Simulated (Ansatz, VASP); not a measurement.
## Two plane-wave programs on BP

The input INCAR:

```
  PREC = Accurate
  ENCUT = 520
  EDIFF = 1E-7
  ISMEAR = 0
  SIGMA = 0.05
  LREAL = F
  LASPH = T
  NELM = 80
  ALGO = Normal
  ISIF = 2
  LWAVE = F
  LCHARG = T
  GGA = PE
  LELF = T
  LVHAR = T
  NBANDS = 11
```

KPOINTS

```
regular mesh
0
Gamma
  10 10 10
```

File POSCAR:

```
BP
1.0
    0.0000000000      2.2576550000      2.2690000000
    2.2690000000      0.0000000000      2.2690000000
    2.2690000000      2.2576550000      0.0000000000
B P
1 1
Direct
    0.0000000000      0.0000000000      0.0000000000
    0.7500000000      0.7500000000      0.7500000000
```

Input for Ansatz:

```yaml
crystal:
  lattice:
    - [0.0, 2.257655, 2.269]
    - [2.269, 0.0, 2.269]
    - [2.269, 2.257655, 0.0]
  atoms:
    - { symbol: B, position: [0.0, 0.0, 0.0] }
    - { symbol: P, position: [0.75, 0.75, 0.75] }
basis:
  ecutwfc: 420
kpoints:
  mp_grid: { grid: [10, 10, 10] }
hamiltonian:
  xc: pbe
scf:
  occupations: { method: gaussian, width: 0.05 }
output:
  forces: true
  stress: true
  eigenvalues: true
  write_density: true
  write_potential: true
  elf: true
  volumetric_format: npy
```

Change from the starting cell: strain -0.0050 x Voigt [0, 1, 0, 0, 0, 0], atoms carried along.

Alike in both runs: task single point; functional PBE; k mesh 10 × 10 × 10; occupations gaussian, width 0.05 eV; no spin polarisation.

|  | VASP | Ansatz |
| --- | --- | --- |
| version | VASP 6.6.1 | Ansatz 0.2.0 |
| potentials or method | VASP PAW PBE potentials, release 64 (B, P), cutoff 520 eV | scalar-relativistic, plane waves, PAW |
| valence electrons in the cell | 8 | 8 |

|  | VASP | Ansatz | Ansatz less VASP |
| --- | --- | --- | --- |
| gap on the k mesh at the Fermi level (eV) | 1.16 | 1.16 | +0.004 |
| least direct gap on the mesh (eV) | 3.36 | 3.36 | +0.003 |
| pressure (GPa) | 1.7 | 2.0 | +0.24 |
| traceless stress, the component that is largest in VASP (GPa) | 0.89 | 0.89 | -0.001 |
